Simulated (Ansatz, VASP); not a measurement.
## One calculation of Re, two programs

Contents of INCAR:

```
SYSTEM = Re
AGGAC = 1.0
AGGAX = 1.0
ALDAC = 0.0
ALDAX = 1.0
ALGO = Normal
EDIFF = 1E-7
ENCUT = 520
GGA = B5
ISIF = 2
ISMEAR = -1
LASPH = .True.
LCHARG = .False.
LREAL = .False.
LWAVE = .False.
NBANDS = 10
NELM = 100
PREC = Accurate
SIGMA = 0.1
```

File KPOINTS:

```
k-points
0
Gamma
  13 13 13
  0 0 0
```

POSCAR

```
Re
1.0
    2.6516222264      0.0000000000      0.0000000000
    0.0000000000      2.6516222264      0.0000000000
    0.0000000000      0.0000000000      2.6516222264
Re
1
Direct
    0.0000000000      0.0000000000      0.0000000000
```

Input for Ansatz:

```yaml
crystal:
  lattice:
    - [2.6516222264, 0.0, 0.0]
    - [0.0, 2.6516222264, 0.0]
    - [0.0, 0.0, 2.6516222264]
  atoms:
    - { symbol: Re, position: [0.0, 0.0, 0.0] }
hamiltonian:
  xc: blyp
  pseudopotentials:
    kind: paw
    azcp:
      Re: "pseudopotentials/Re.paw.azcp"
basis:
  ecutwfc: 420
  fft_grid_basis: typed
kpoints:
  mp_grid: { grid: [13, 13, 13], shift: [0, 0, 0] }
magnetization:
  spin_polarized: false
scf:
  occupations: { method: fermi_dirac, width: 0.1 }
  lower_state_search: "off"
output:
  stress: true
```

Alike in both runs: task single point; functional BLYP; k mesh 13 × 13 × 13; occupations fermi-dirac, width 0.1 eV; no spin polarisation.

|  | VASP | Ansatz |
| --- | --- | --- |
| version | VASP 6.6.1 | Ansatz 0.2.0 |
| potentials or method | VASP PAW PBE potentials, release 64 (Re), cutoff 520 eV | plane waves (420 eV) with PAW, scalar-relativistic |
| valence electrons in the cell | 7 | 15 |

|  | VASP | Ansatz | Ansatz less VASP |
| --- | --- | --- | --- |
| pressure (GPa) | -7.7 | -8.2 | -0.55 |

VASP's potentials were made for PBE, not for BLYP. With one functional, cell and mesh, what is left measures potentials, basis and numerics. VASP's potentials hold 7 valence electrons a cell and Ansatz's 15, so a difference there can come from the potentials and not from the codes.

Neither program's run includes spin-orbit coupling.
